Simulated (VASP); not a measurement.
# Al2O3 (P-6m2) in VASP: further runs

Runs on Al2O3. Level: PBE+D3(BJ). Tasks: single point.

Everything below comes from runs of VASP 6.6.1. Logs are shortened: lines on timing, memory, paths and dates and some standing lists are left out, and cuts for length are marked.

### 1 The cell of the first run

Symmetry: P-6m2, No. 187, hexagonal system. The conventional cell has a = 2.810 Å, b = 2.810 Å, c = 7.953 Å, α = 90.00°, β = 90.00°, γ = 120.00°. Al (site symmetry 3m) has 6 O at 1.78 to 2.22 Å within 2.4 Å. O (site symmetry 3m) has 3 Al at 1.78 Å within 2.4 Å. Within 2.9 Å of O (site symmetry -6m2) lie 6 Al at 2.22 Å and 12 O at 2.78 to 2.81 Å.

### 2 Single point, PBE+D3(BJ)

The input, INCAR:

```
SYSTEM = Al2O3
PREC = Accurate ; ENCUT = 520
EDIFF = 1E-6 ; ISMEAR = 0
SIGMA = 0.05 ; LREAL = .FALSE.
LASPH = .TRUE. ; NELM = 100
ALGO = Normal ; ISIF = 2
LWAVE = .FALSE. ; LCHARG = .FALSE.
GGA = PE ; IVDW = 12
NBANDS = 20
```

The input, KPOINTS:

```
regular mesh
0
G
  9 9 4
  0 0 0
```

The input, POSCAR:

```
Al2O3
1.0
    2.8099000000      0.0000000000      0.0000000000
   -1.4049500000      2.4334447821      0.0000000000
    0.0000000000      0.0000000000      7.9529000000
Al O
2 3
Direct
    0.0000000000      0.0000000000      0.1907358529
    0.0000000000      0.0000000000      0.8092641471
    0.3333333333      0.6666666667      0.2840924954
    0.6666666667      0.3333333333      0.0000000000
    0.3333333333      0.6666666667      0.7159075046
```

Potentials or basis: VASP PAW PBE potentials, release 64 (Al, O).

The run is started by

```console
> cat potpaw_PBE.64/Al/POTCAR potpaw_PBE.64/O/POTCAR > POTCAR
> mpirun -np 1 vasp_std > vasp.out
```

OUTCAR:

```text
SYSTEM = Al2O3
   PREC = Accurate
   ENCUT = 520
   EDIFF = 1E-6
   ISMEAR = 0
   LREAL = .FALSE.
   LASPH = .TRUE.
   NELM = 100
   ISIF = 2
   GGA = PE
   IVDW = 12
 IVDW          = 12

 ion  position               nearest neighbor table
   1  0.000  0.000  0.191-   3 1.78   3 1.78   3 1.78   4 2.22   4 2.22   4 2.22   2 3.03
   2  0.000  0.000  0.809-   5 1.78   5 1.78   5 1.78   4 2.22   4 2.22   4 2.22   1 3.03
   3  0.333  0.667  0.284-   1 1.78   1 1.78   1 1.78
   4  0.667  0.333  0.000-   1 2.22   2 2.22   1 2.22   2 2.22   1 2.22   2 2.22
   5  0.333  0.667  0.716-   2 1.78   2 1.78   2 1.78

  LATTYP: Found a hexagonal cell.
 ALAT       =     2.8099000000
 C/A-ratio  =     2.8303142461

  Lattice vectors:

 A1 = (   2.8099000000,   0.0000000000,   0.0000000000)
 A2 = (  -1.4049500000,   2.4334447821,   0.0000000000)
 A3 = (   0.0000000000,   0.0000000000,   7.9529000000)

Analysis of symmetry for initial positions (statically):
=====================================================================
 Subroutine PRICEL returns:
 Original cell was already a primitive cell.

 Routine SETGRP: Setting up the symmetry group for a
 hexagonal supercell.

 Subroutine GETGRP returns: Found 12 space group operations
 (whereof 12 operations were pure point group operations)
 out of a pool of 24 trial point group operations.

The static configuration has the point symmetry D_3h.

Analysis of symmetry for dynamics (positions and initial velocities):
=====================================================================
 Subroutine PRICEL returns:
 Original cell was already a primitive cell.

 Routine SETGRP: Setting up the symmetry group for a
 hexagonal supercell.

 Subroutine GETGRP returns: Found 12 space group operations
 (whereof 12 operations were pure point group operations)
 out of a pool of 24 trial point group operations.

The dynamic configuration has the point symmetry D_3h.

 Subroutine INISYM returns: Found 12 space group operations
 (whereof 12 operations are pure point group operations),
 and found     1 'primitive' translations

----------------------------------------------------------------------------------------

                                     Primitive cell

  volume of cell :      54.3798

  direct lattice vectors                    reciprocal lattice vectors
     2.809900000  0.000000000  0.000000000     0.355884551  0.205470041  0.000000000
    -1.404950000  2.433444782  0.000000000     0.000000000  0.410940083  0.000000000
     0.000000000  0.000000000  7.952900000     0.000000000  0.000000000  0.125740296

  length of vectors
     2.809900000  2.809900000  7.952900000     0.410940083  0.410940083  0.125740296

  position of ions in fractional coordinates (direct lattice)
     0.000000000  0.000000000  0.190735853
     0.000000000  0.000000000  0.809264147
     0.333333333  0.666666667  0.284092495
     0.666666667  0.333333333  0.000000000
     0.333333333  0.666666667  0.715907505

  ion indices of the primitive-cell ions
   primitive index   ion index
                 1           1
                 2           2
                 3           3
                 4           4
                 5           5

----------------------------------------------------------------------------------------

 KPOINTS: regular mesh

Automatic generation of k-mesh.
 Grid dimensions read from file:
 generate k-points for:    9    9    4

 Generating k-lattice:

  Cartesian coordinates                     Fractional coordinates (reciprocal lattice)
     0.039542728  0.022830005  0.000000000     0.111111111 -0.000000000  0.000000000
     0.000000000  0.045660009  0.000000000     0.000000000  0.111111111  0.000000000
     0.000000000  0.000000000  0.031435074     0.000000000  0.000000000  0.250000000

  Length of vectors
     0.045660009  0.045660009  0.031435074

  Shift w.r.t. Gamma in fractional coordinates (k-lattice)
     0.000000000  0.000000000  0.000000000

 Subroutine IBZKPT returns following result:
 ===========================================

 Found     36 irreducible k-points:

 Following reciprocal coordinates:
            Coordinates               Weight
  0.000000  0.000000  0.000000      1.000000
  0.111111 -0.000000  0.000000      6.000000
  0.222222 -0.000000  0.000000      6.000000
  0.333333 -0.000000  0.000000      6.000000
  0.444444 -0.000000  0.000000      6.000000
  0.111111  0.111111  0.000000      6.000000
[... 16 lines left out ...]
  0.333333  0.222222  0.250000     24.000000
  0.333333  0.333333  0.250000      4.000000
 [... further k-points ...]
   k-points           NKPTS =     36   k-points in BZ     NKDIM =     36   number of bands    NBANDS=     20
   number of dos      NEDOS =    301   number of ions     NIONS =      5
   total plane-waves  NPLWV =  34560
   dimension x,y,z NGX =    24 NGY =   24 NGZ =   60
   dimension x,y,z NGXF=    48 NGYF=   48 NGZF=  120
   ions per type =               2   3
   NGX,Y,Z   is equivalent  to a cutoff of  14.20, 14.20, 12.54 a.u.
   NGXF,Y,Z  is equivalent  to a cutoff of  28.40, 28.40, 25.08 a.u.
 SYSTEM =  Al2O3
   PREC   = accura    normal or accurate (medium, high low for compatibility)
   ISTART =      0    job   : 0-new  1-cont  2-samecut
   ICHARG =      2    charge: 1-file 2-atom 10-const
   ISPIN  =      1    spin polarized calculation?
   LNONCOLLINEAR =      F non collinear calculations
   LSORBIT =      F    spin-orbit coupling
   LASPH  =      T    aspherical Exc in radial PAW
   ENCUT  =  520.0 eV  38.22 Ry    6.18 a.u.   5.22  5.22 14.79*2*pi/ulx,y,z
   NELM   =    100;   NELMIN=  2; NELMDL= -5     # of ELM steps
   EDIFF  = 0.1E-05   stopping-criterion for ELM
   LREAL  =      F    real-space projection
   EDIFFG = 0.1E-04   stopping-criterion for IOM
   NSW    =      0    number of steps for IOM
   IBRION =     -1    ionic relax: 0-MD 1-quasi-New 2-CG
   NFREE  =      0    steps in history (QN), initial steepest desc. (CG)
   ISIF   =      2    stress and relaxation
   ISYM   =      2    0-nonsym 1-usesym 2-fastsym
   POTIM  = 0.5000    time-step for ionic-motion
   TEBEG  =    0.0;   TEEND  =   0.0 temperature during run
   PSTRESS=    0.0 pullay stress
   NELECT =      24.0000    total number of electrons
   NUPDOWN=      -1.0000    fix difference up-down
   EMIN   =  10.00;   EMAX   =-10.00  energy-range for DOS
   EFERMI =   0.00;   METHOD = LEGACY
   ISMEAR =     0;   SIGMA  =   0.05  broadening in eV -4-tet -1-fermi 0-gaus
   EFERMI_NEDOS =   21; number of points for ismear=-14 and -15
   IALGO  =     38    algorithm
   IMIX   =      4    mixing-type and parameters
     AMIX     =   0.40;   BMIX     =  1.00
     AMIX_MAG =   1.60;   BMIX_MAG =  1.00
  volume/ion in A,a.u.               =      10.88        73.39
  Fermi-wavevector in a.u.,A,eV,Ry     =   1.246424  2.355401 21.137655  1.553574
  Thomas-Fermi vector in A             =   2.380602
   LORBIT       =      0    0 simple, 1 ext, 2 COOP (PROOUT), +10 PAW based schemes
   GGA     = PE    functional components
   LHFCALC =     F    Hartree Fock is set to
   AEXX    =    0.0000 exact exchange contribution
   IVDW    =    12    specifies the selected vdW correction
   LEPSILON=     F    determine dielectric tensor
   LRPA    =     F    only Hartree local field effects (RPA)
 non-spin polarized calculation
 Gauss-broadening in eV      SIGMA  =   0.05
  energy-cutoff  :      520.00
  volume of cell :       54.38
 maximum number of plane-waves:      1484
 NGX is ok and might be reduce to    24
   NGX = 11   NGY = 11   NGZ = 29

 number of electron      23.9999999 magnetization

 Free energy of the ion-electron system (eV)
  ---------------------------------------------------
  ext. energy  EPLUGINS =         0.00000000
  ---------------------------------------------------
  free energy    TOTEN  =       -36.01131802 eV

  energy without entropy =      -36.01131802  energy(sigma->0) =      -36.01131802

 E-fermi :   3.4317     XC(G=0): -10.0465

 val. band max:        3.2197840382   @ k =   0.0000   0.0000   0.5000
 cond. band min:       7.8078588492   @ k =   0.0000   0.0000   0.0000
 fundamental gap:      4.5880748110
 Fermi energy:         3.4317345989

 k-point     1 :       0.0000    0.0000    0.0000
  band No.  band energies     occupation
      1     -15.5371      2.00000
      2     -15.0040      2.00000
      3     -13.6159      2.00000
      4      -2.2530      2.00000
      5       0.2054      2.00000
      6       1.7740      2.00000
[... 12 lines left out ...]
     19      18.7305      0.00000
     20      18.7306      0.00000

 k-point     2 :       0.1111   -0.0000    0.0000
  band No.  band energies     occupation
      1     -15.3852      2.00000
      2     -14.8808      2.00000
      3     -13.5324      2.00000
      4      -2.1263      2.00000
      5       0.2119      2.00000
      6       1.1777      2.00000
[... 12 lines left out ...]
     19      17.5253      0.00000
     20      18.8397      0.00000

 k-point     3 :       0.2222   -0.0000    0.0000
  band No.  band energies     occupation
      1     -14.9658      2.00000
      2     -14.5499      2.00000
      3     -13.3190      2.00000
      4      -1.9025      2.00000
      5      -0.3272      2.00000
      6       0.1085      2.00000
[... 12 lines left out ...]
     19      16.7509      0.00000
     20      18.1372      0.00000

 k-point     4 :       0.3333   -0.0000    0.0000
  band No.  band energies     occupation
      1     -14.4051      2.00000
      2     -14.1354      2.00000
      3     -13.0871      2.00000
      4      -2.1902      2.00000
      5      -1.6578      2.00000
      6      -0.7469      2.00000
[... 429 lines left out ...]
 k-point    23 :       0.3333    0.2222    0.2500
  band No.  band energies     occupation
      1     -13.7795      2.00000
      2     -13.7223      2.00000
      3     -12.8851      2.00000
      4      -2.2824      2.00000
      5      -2.0568      2.00000
      6      -1.0788      2.00000
[... 12 lines left out ...]
     19      16.0795      0.00000
     20      17.2459      0.00000

 k-point    24 :       0.3333    0.3333    0.2500
  band No.  band energies     occupation
      1     -13.6617      2.00000
      2     -13.6399      2.00000
      3     -12.8465      2.00000
      4      -1.9525      2.00000
      5      -1.8642      2.00000
      6      -1.1014      2.00000
[... 12 lines left out ...]
     19      15.9205      0.00000
     20      17.0660      0.00000

 [... further k-points ...]

------------------------ aborting loop because EDIFF is reached ----------------------------------------

 Edisp (eV)   -0.93051

 E8    (eV) :    -0.3516

  FORCE on cell =-STRESS in cart. coord.  units (eV):
  Direction    XX          YY          ZZ          XY          YZ          ZX
  --------------------------------------------------------------------------------------
  -------------------------------------------------------------------------------------
  Total       2.95332     2.95332    -7.27841     0.00000    -0.00000    -0.00000
  in kB      87.01275    87.01275  -214.44168     0.00000    -0.00000    -0.00000
  external pressure =      -13.47 kB  Pullay stress =        0.00 kB

 VOLUME and BASIS-vectors are now :
 -----------------------------------------------------------------------------
  energy-cutoff  :      520.00
  volume of cell :       54.38
      direct lattice vectors                 reciprocal lattice vectors
     2.809900000  0.000000000  0.000000000     0.355884551  0.205470041  0.000000000
    -1.404950000  2.433444782  0.000000000     0.000000000  0.410940083  0.000000000
     0.000000000  0.000000000  7.952900000     0.000000000  0.000000000  0.125740296

 POSITION                                       TOTAL-FORCE (eV/Angst)
 -----------------------------------------------------------------------------------
      0.00000      0.00000      1.51690         0.000000     -0.000000     -1.164957
      0.00000      0.00000      6.43600         0.000000     -0.000000      1.164957
     -0.00000      1.62230      2.25936         0.000000      0.000000     -0.710850
      1.40495      0.81115      0.00000        -0.000000     -0.000000      0.000000
     -0.00000      1.62230      5.69354        -0.000000      0.000000      0.710850
 -----------------------------------------------------------------------------------
    total drift:                                0.000000     -0.000000      0.000000

  FREE ENERGIE OF THE ION-ELECTRON SYSTEM (eV)
  ---------------------------------------------------
  free  energy   TOTEN  =       -36.9418304456 eV

  energy  without entropy=      -36.9418304456  energy(sigma->0) =      -36.94183045
```

Wall time 29 s (1 thread of AMD EPYC 9R45 (Zen 5), shared host); peak memory 0.17 GiB.

What came out:

- Free energy: -36.9418 eV
- Pressure: -1.3 GPa
- Largest force: 1.165 eV/Å
- Band gap on the k mesh: 4.59 eV, indirect (the least direct gap lies 0.7 meV higher)
- Dispersion energy per atom: -0.186 eV

Forces in eV/Å, atoms in the order of the input:
```
Al   0.000  0.000 -1.165
Al   0.000  0.000  1.165
O    0.000  0.000 -0.711
O    0.000  0.000  0.000
O    0.000  0.000  0.711
```

Caveat: forces of over 1 eV/Å act on the atoms, so gaps and moduli don't describe the material at rest. Expect the measured gap to be larger: semilocal functionals such as PBE lack the derivative discontinuity.

### 3 Single point, PBE+D3(BJ)

This run uses another cell than the first one, of 11.01 Å³/atom, 1.013 times its volume.

The input, INCAR:

```
PREC = Accurate ; ENCUT = 520
EDIFF = 1E-6 ; ISMEAR = 0
SIGMA = 0.05 ; LREAL = False
LASPH = True ; NELM = 60
ALGO = Normal ; ISIF = 2
LWAVE = False ; LCHARG = False
GGA = PE ; IVDW = 12
NBANDS = 20
```

The input, KPOINTS:

```
regular mesh
0
Gamma
  9 9 4
```

POSCAR, as its differences from that of step 2:

```diff
@@ -2,5 +2,5 @@
 1.0
-    2.8099000000      0.0000000000      0.0000000000
-   -1.4049500000      2.4334447821      0.0000000000
-    0.0000000000      0.0000000000      7.9529000000
+    2.8672039189      0.0000000000      0.0000000000
+   -1.4336019595      2.4830714316      0.0000000000
+    0.0000000000      0.0000000000      7.7340000000
 Al O
```

Potentials or basis: VASP PAW PBE potentials, release 64 (Al, O).

The run is started by

```console
> cat potpaw_PBE.64/Al/POTCAR potpaw_PBE.64/O/POTCAR > POTCAR
> mpirun -np 1 vasp_std > vasp.out
```

It took 30 s on 1 thread of AMD EPYC 9R45 (Zen 5), shared host; peak memory 0.16 GiB.

The run converged. Its results:

```yaml
Free_energy: -37.1626 eV
Pressure: -6.4 GPa
Largest_force: 0.764 eV/Å
Band_gap_on_the_k_mesh: 4.56 eV, indirect (least direct gap 4.69 eV)
Dispersion_energy_per_atom: -0.183 eV
```

Forces in eV/Å, atoms in the order of the input:
```
Al   0.000  0.000 -0.512
Al   0.000  0.000  0.512
O    0.000  0.000 -0.764
O    0.000  0.000  0.000
O    0.000  0.000  0.764
```

Stress tensor (GPa, compression positive):
```
 -2.00   0.00   0.00
  0.00  -2.00   0.00
  0.00   0.00 -15.34
```

Levels at points of the mesh, in eV from the valence-band top:
```tsv
k point	band 9	band 10	band 11	band 12	band 13	band 14	band 15	band 16
(0.00, 0.00, 0.00)	-1.17	-0.15	-0.15	-0.13	4.56	7.86	8.03	11.42
(0.00, 0.00, 0.50)	-1.18	-0.65	-0.14	-0.14	5.02	7.09	8.37	11.60
```
